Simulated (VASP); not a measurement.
Set up this calculation in VASP 6.6.1, as the native input.

| Item | Value |
| --- | --- |
| Task | single point |
| Functional | r2SCAN0 |
| Potentials or basis | VASP PAW PBE potentials, release 64 (Rb_sv) |
| Cutoff | 520 eV |
| k mesh | 4 × 4 × 4 |
| Occupations | gaussian, width 0.1 eV |
| Spin | no spin polarisation |
| Dipole correction | no |
| Grid for exact exchange (PRECFOCK) | Normal |
| Further INCAR settings | ALGO = Normal; EDIFF = 1e-06; NBANDS = 10 |
| Share of exact exchange | 0.25 |

Crystal: Rb.

```
CELL_PARAMETERS angstrom
-2.93468 2.93468 2.71252
2.93468 -2.93468 2.71252
2.93468 2.93468 -2.71252
ATOMIC_POSITIONS crystal
Rb 0.00000 0.00000 0.00000
```

These files were run (other wordings do the same):

POSCAR

```
Rb
1.0
   -2.9346823254      2.9346823254      2.7125168232
    2.9346823254     -2.9346823254      2.7125168232
    2.9346823254      2.9346823254     -2.7125168232
Rb
1
Direct
    0.0000000000      0.0000000000      0.0000000000
```

INCAR.step1

```
SYSTEM = Rb
  ALGO = Normal
  EDIFF = 1E-5
  ENCUT = 520
  GGA = PE
  ISIF = 2
  ISMEAR = 0
  LASPH = .TRUE.
  LCHARG = .FALSE.
  LREAL = .FALSE.
  LWAVE = .TRUE.
  NBANDS = 10
  NELM = 60
  PREC = Accurate
  SIGMA = 0.1
```

INCAR.step2

```
SYSTEM = Rb
  AEXX = 0.25
  ALGO = Normal
  EDIFF = 1E-6
  ENCUT = 520
  ISIF = 2
  ISMEAR = 0
  ISTART = 1
  LASPH = .TRUE.
  LCHARG = .FALSE.
  LHFCALC = .TRUE.
  LMIXTAU = .TRUE.
  LREAL = .FALSE.
  LWAVE = .FALSE.
  METAGGA = R2SCAN
  NBANDS = 10
  NELM = 60
  PREC = Accurate
  PRECFOCK = Normal
  SIGMA = 0.1
```

KPOINTS

```
k-points
0
G
  4 4 4
  0 0 0
```

Potentials or basis: VASP PAW PBE potentials, release 64 (Rb_sv).

Launch:

```sh
$ cat potpaw_PBE.64/Rb_sv/POTCAR > POTCAR
$ cp INCAR.step1 INCAR
$ mpirun -np 1 vasp_std > vasp.out
$ cp INCAR.step2 INCAR
$ mpirun -np 1 vasp_std > vasp.out
```

Results of the run:

```
Pressure               : 0.1 GPa
Band gap on the k mesh : zero (an odd number of electrons rules out a gap without spin polarisation)
```

Caveat: the k points lie up to 0.39 Å⁻¹ apart, too coarse for converged energies and pressures of a metal; the PAW data sets were made with another functional, which shifts forces and pressure a little.

Run time: 5.4 min on 1 thread of Intel(R) Xeon(R) Platinum 8259CL CPU @ 2.50GHz (Skylake/Cascade Lake), with other jobs on the host, peak memory 0.26 GiB.
